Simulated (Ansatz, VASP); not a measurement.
**One calculation of C, two programs**

The input INCAR:

```
SYSTEM = C
PREC = Accurate
ENCUT = 520
EDIFF = 1E-7
ISMEAR = 0
SIGMA = 0.05
LREAL = .FALSE.
LASPH = .TRUE.
NELM = 60
ALGO = Normal
ISIF = 2
LWAVE = .FALSE.
LCHARG = .TRUE.
GGA = PS
IVDW = 12
LELF = .TRUE.
LVHAR = .TRUE.
NBANDS = 11
```

Contents of KPOINTS:

```
regular mesh
0
G
  15 15 15
  0 0 0
```

The input POSCAR:

```
C
1.0
    1.2290461105      0.7095901028      3.2829684898
   -1.2290461105      0.7095901028      3.2829684898
    0.0000000000     -1.4191802055      3.2829684898
C
2
Direct
    0.1809269058      0.1809269058      0.1668342627
    0.8190730942      0.8190730942      0.8331657373
```

Input for Ansatz:

```yaml
crystal:
  lattice:
    - [1.2290461105, 0.7095901028, 3.2829684898]
    - [-1.2290461105, 0.7095901028, 3.2829684898]
    - [0.0, -1.4191802055, 3.2829684898]
  atoms:
    - { symbol: C, position: [0.1809269058, 0.1809269058, 0.1668342627] }
    - { symbol: C, position: [0.8190730942, 0.8190730942, 0.8331657373] }
basis:
  ecutwfc: 520.0
kpoints:
  mp_grid: { grid: [15, 15, 15] }
hamiltonian:
  xc: pbesol
  pseudopotentials: { kind: paw, azcp: { folder: soft_1 } }
  dispersion: d3bj
scf:
  occupations: { method: gaussian, width: 0.05 }
output:
  forces: true
  stress: true
  eigenvalues: true
  write_density: true
  write_potential: true
  elf: true
  volumetric_format: npy
```

Change from the starting cell: mode 4 frozen in at +0.095 Å and mode 6 at +0.020 Å (largest displacements).

Alike in both runs: task single point; functional PBEsol; dispersion D3(BJ); k mesh 15 × 15 × 15; occupations gaussian, width 0.05 eV; no spin polarisation.

```csv
,VASP,Ansatz
version,VASP 6.6.1,Ansatz 0.2.0
potentials or method,"VASP PAW PBE potentials, release 64 (C), cutoff 520 eV","scalar-relativistic, plane waves, PAW"
valence electrons in the cell,8,8
```

Ansatz gave:

- gap on the k mesh at the Fermi level (eV): 0.13
- least direct gap on the mesh (eV): 0.13
- pressure (GPa): -1.6
- traceless stress, the component that is largest in VASP (GPa): 5.53
- rms of the force components (eV/Å): 2.133

What did VASP give for the same quantities?

gap on the k mesh at the Fermi level (eV): 0.13; least direct gap on the mesh (eV): 0.13; pressure (GPa): -0.8; traceless stress, the component that is largest in VASP (GPa): 6.04; rms of the force components (eV/Å): 2.126.

VASP's potentials were made for PBE, not for PBEsol, and Ansatz warns of the same on its side. Atom by atom the forces differ by 0.012 eV/Å (rms over components).
